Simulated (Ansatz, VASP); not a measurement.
One calculation of TiAl, two programs

```
Ti Al
1.0
     0.00000   -5.64328    4.07827
    -5.64328    0.00000   -4.07827
     5.64328    0.00000   -4.07827
Ti Al
8 8
Direct
  0.25000 0.00000 0.75000
  0.75000 0.25000 0.00000
  0.25000 0.25000 0.50000
  0.25000 0.75000 0.00000
  0.75000 0.00000 0.25000
  0.75000 0.50000 0.75000
  0.25000 0.50000 0.25000
  0.75000 0.75000 0.50000
  0.00000 0.00000 0.00000
  0.50000 0.25000 0.25000
  0.00000 0.25000 0.75000
  0.00000 0.75000 0.25000
  0.50000 0.00000 0.50000
  0.50000 0.50000 0.00000
  0.00000 0.50000 0.50000
  0.50000 0.75000 0.75000
```

Alike in both runs: task single point; functional PBE; k mesh 5 × 5 × 5; occupations gaussian, width 0.1 eV; no spin polarisation.

```csv
,VASP,Ansatz
version,VASP 6.6.1,Ansatz 0.2.0
potentials or method,"VASP PAW PBE potentials, release 64 (Ti_sv, Al), cutoff 520 eV","scalar-relativistic, plane waves, PAW"
valence electrons in the cell,120,120
```

VASP gave:

```
gap on the k mesh at the Fermi level (eV)                     : none
pressure (GPa)                                                : -0.1
traceless stress, the component that is largest in VASP (GPa) : -0.07
```

Task: Which values does Ansatz return?

Result: gap on the k mesh at the Fermi level (eV): none; pressure (GPa): 0.0; traceless stress, the component that is largest in VASP (GPa): -0.10.

A gap of «none» marks a metal or a gap that the smearing closes.
